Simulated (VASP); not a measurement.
Here is a VASP 6.6.1 calculation.

INCAR

```
PREC     = Accurate       # precision mode
ENCUT    = 520            # plane-wave cutoff, eV
EDIFF    = 1E-6           # SCF threshold, eV
ISMEAR   = 0              # smearing method
SIGMA    = 0.1            # smearing width, eV
LREAL    = F              # projectors in reciprocal space
LASPH    = T              # aspherical terms in the spheres
NELM     = 60             # most SCF steps
ALGO     = Normal         # electronic algorithm
ISIF     = 2              # what is computed and relaxed
LWAVE    = F              # write WAVECAR
LCHARG   = F              # write CHGCAR
GGA      = PE             # functional
NBANDS   = 30             # bands
```

Contents of KPOINTS:

```
regular mesh
0
Gamma
  6 6 6
```

The input POSCAR:

```
Ba4N
1.0
    5.9139834600      0.0000000000      0.0000000000
    0.0000000000      5.9139834600      0.0000000000
    0.0000000000      0.0000000000      5.9139834600
Ba N
4 1
Direct
    0.0000000000      0.5000000000      0.5000000000
    0.5000000000      0.0000000000      0.5000000000
    0.5000000000      0.5000000000      0.0000000000
    0.0000000000      0.0000000000      0.0000000000
    0.5000000000      0.5000000000      0.5000000000
```

Potentials or basis: VASP PAW PBE potentials, release 64 (Ba_sv, N).

Run with:

```sh
$ cat potpaw_PBE.64/Ba_sv/POTCAR potpaw_PBE.64/N/POTCAR > POTCAR
$ mpirun -np 1 vasp_std > vasp.out
```

Question: What does it give for the pressure?

Answer: 0.5 GPa.

Question: Estimate the band gap on the k mesh.

Answer: Zero (an odd number of electrons rules out a gap without spin polarisation).

Caveat: spin-orbit coupling is left out, which moves the levels of the heavy elements.
